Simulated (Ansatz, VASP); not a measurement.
## One calculation of Zn, two programs

File INCAR:

```
ALGO     = Fast           # electronic algorithm
EDIFF    = 1E-7           # SCF threshold, eV
ENCUT    = 520            # plane-wave cutoff, eV
GGA      = PS             # functional
ISIF     = 2              # what is computed and relaxed
ISMEAR   = 0              # smearing method
LASPH    = T              # aspherical terms in the spheres
LCHARG   = T              # write CHGCAR
LELF     = T              # ELF
LREAL    = F              # projectors in reciprocal space
LVHAR    = T            
LWAVE    = F              # write WAVECAR
NBANDS   = 12             # bands
NELM     = 80             # most SCF steps
PREC     = Accurate       # precision mode
SIGMA    = 0.15           # smearing width, eV
```

File KPOINTS:

```
k-points
0
Gamma
  22 22 22
```

The input POSCAR:

```
Zn
1.0
   -1.5494240375      1.5494240375      1.5690370000
    1.5494240375     -1.5494240375      1.5690370000
    1.5886499625      1.5886499625     -1.5690370000
Zn
1
Direct
    0.0000000000      0.0000000000      0.0000000000
```

Input for Ansatz:

```yaml
crystal:
  lattice:
    - [-1.5494240375, 1.5494240375, 1.569037]
    - [1.5494240375, -1.5494240375, 1.569037]
    - [1.5886499625, 1.5886499625, -1.569037]
  atoms:
    - { symbol: Zn, position: [0.0, 0.0, 0.0] }
basis:
  ecutwfc: 420
kpoints:
  mp_grid: { grid: [22, 22, 22] }
hamiltonian:
  xc: pbesol
scf:
  occupations: { method: gaussian, width: 0.15 }
output:
  forces: true
  stress: true
  eigenvalues: true
```

Change from the starting cell: strain +0.0250 x Voigt [0, 0, 0, 0, 0, 1], atoms carried along.

Alike in both runs: task single point; functional PBEsol; k mesh 22 × 22 × 22; occupations gaussian, width 0.15 eV; no spin polarisation.

|  | VASP | Ansatz |
| --- | --- | --- |
| version | VASP 6.6.1 | Ansatz 0.2.0 |
| potentials or method | VASP PAW PBE potentials, release 64 (Zn), cutoff 520 eV | scalar-relativistic, plane waves, PAW |
| valence electrons in the cell | 12 | 12 |

Ansatz gave:

```
gap on the k mesh at the Fermi level (eV)                     : none
pressure (GPa)                                                : -5.1
traceless stress, the component that is largest in VASP (GPa) : -0.06
```

Question: Estimate VASP's values.

Answer: gap on the k mesh at the Fermi level (eV): none; pressure (GPa): -4.7; traceless stress, the component that is largest in VASP (GPa): -0.06.

VASP's potentials were made for PBE, not for PBEsol. A gap of «none» marks a metal or a gap that the smearing closes.
